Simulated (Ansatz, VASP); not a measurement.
**One calculation of Sn, two programs**

```xyz
2
Lattice="0.0000 3.2333 3.2333 3.2333 0.0000 3.2333 3.2333 3.2333 0.0000" Properties=species:S:1:pos:R:3 pbc="T T T"
Sn    0.0000    0.0000    0.0000
Sn    1.6167    1.6167    1.6167
```

Alike in both runs: task single point; functional PBE; k mesh 9 × 9 × 9; occupations gaussian, width 0.3 eV; no spin polarisation.

|  | VASP | Ansatz |
| --- | --- | --- |
| version | VASP 6.6.1 | Ansatz 0.2.0 |
| potentials or method | VASP PAW PBE potentials, release 64 (Sn_d), cutoff 520 eV | plane waves, PAW |
| valence electrons in the cell | 28 | 28 |

```csv
,VASP,Ansatz,Ansatz less VASP
pressure (GPa),3.8,3.8,+0.05
```
